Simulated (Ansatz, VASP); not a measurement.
**Two plane-wave programs on ZnBrF**

File INCAR:

```
SYSTEM = ZnBrF
PREC = Accurate
ENCUT = 600
EDIFF = 1E-6
ISMEAR = 0
SIGMA = 0.1
LREAL = .False.
LASPH = .True.
NELM = 80
ALGO = Normal
ISIF = 3
LWAVE = .False.
LCHARG = .False.
GGA = PE
IBRION = 2
NSW = 90
EDIFFG = -0.04
```

The input KPOINTS:

```
regular mesh
0
Gamma
  6 6 4
  0 0 0
```

POSCAR

```
ZnBrF
1.0
    3.5245721000      0.0000000000      0.0000000000
    0.0000000000      3.5245721000      0.0000000000
    0.0000000000      0.0000000000      4.9844976700
Zn Br F
2 2 2
Direct
    0.5000000000      0.0000000000      0.7500000000
    0.0000000000      0.5000000000      0.2500000000
    0.5000000000      0.5000000000      0.5000000000
    0.0000000000      0.0000000000      0.5000000000
    0.0000000000      0.0000000000      0.0000000000
    0.5000000000      0.5000000000      0.0000000000
```

Input for Ansatz:

```yaml
crystal:
  lattice:
    - [3.5245721, 0.0, 0.0]
    - [0.0, 3.5245721, 0.0]
    - [0.0, 0.0, 4.98449767]
  atoms:
    - { symbol: Zn, position: [0.5, 0.0, 0.75] }
    - { symbol: Zn, position: [0.0, 0.5, 0.25] }
    - { symbol: Br, position: [0.5, 0.5, 0.5] }
    - { symbol: Br, position: [0.0, 0.0, 0.5] }
    - { symbol: F, position: [0.0, 0.0, 0.0] }
    - { symbol: F, position: [0.5, 0.5, 0.0] }
basis:
  ecutwfc: 420
kpoints:
  mp_grid: { grid: [6, 6, 4] }
hamiltonian:
  xc: pbe
scf:
  occupations: { method: gaussian, width: 0.1 }
  lower_state_search: "off"
output:
  forces: true
  stress: true
  eigenvalues: true
relax:
  adjacent_minimum: "off"
  f_tol: 0.04
  max_steps: 70
  cell: { stress_tol: 0.4 }
```

Alike in both runs: task relaxation of cell and atoms; functional PBE; k mesh 6 × 6 × 4; occupations gaussian, width 0.1 eV; no spin polarisation.

|  | VASP | Ansatz |
| --- | --- | --- |
| version | VASP 6.6.1 | Ansatz 0.2.0 |
| potentials or method | VASP PAW PBE potentials, release 64 (Zn, Br, F), cutoff 600 eV | scalar-relativistic, plane waves, PAW |
| valence electrons in the cell | 52 | 52 |

|  | VASP | Ansatz | Ansatz less VASP |
| --- | --- | --- | --- |
| gap on the k mesh at the Fermi level, each at its own relaxed structure (eV) | none | none | - |
| relaxed volume (Å³/atom) | 17.70 | 18.28 | +0.576 |
| relaxed cell length with the largest relative difference (Å) | 4.292 | 4.349 | +0.0564 |

A gap of «none» marks a metal or a gap that the smearing closes.

Noted on VASP's run: the volume moved by over 15 % at a fixed basis, so the end points are rough.
